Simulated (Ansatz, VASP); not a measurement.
## One calculation of PbS, two programs

```xyz
4
Lattice="5.0235 0.0000 0.0000 -2.5118 4.3505 0.0000 0.0000 0.0000 6.0495" Properties=species:S:1:pos:R:3 pbc="T T T"
Pb    0.0000    2.9003    2.5991
Pb    2.5118    1.4502    5.6238
S     0.0000    2.9003    5.7077
S     2.5118    1.4502    2.6830
```

Alike in both runs: task relaxation of cell and atoms; functional PBE; k mesh 6 × 6 × 6; occupations gaussian, width 0.02 eV; no spin polarisation.

|  | VASP | Ansatz |
| --- | --- | --- |
| version | VASP 6.6.1 | Ansatz 0.2.0 |
| potentials or method | VASP PAW PBE potentials, release 64 (Pb_d, S), cutoff 600 eV | scalar-relativistic, plane waves, PAW |
| valence electrons in the cell | 40 | 40 |

Ansatz gave:

- gap on the k mesh at the Fermi level, each at its own relaxed structure (eV): 1.45
- relaxed volume (Å³/atom): 33.00
- relaxed length of the cell vector where the two differ most in proportion (Å): 6.022

Problem. What did VASP give for the same quantities?

Solution. gap on the k mesh at the Fermi level, each at its own relaxed structure (eV): 1.46; relaxed volume (Å³/atom): 33.01; relaxed length of the cell vector where the two differ most in proportion (Å): 6.018.

Neither program's run includes spin-orbit coupling.
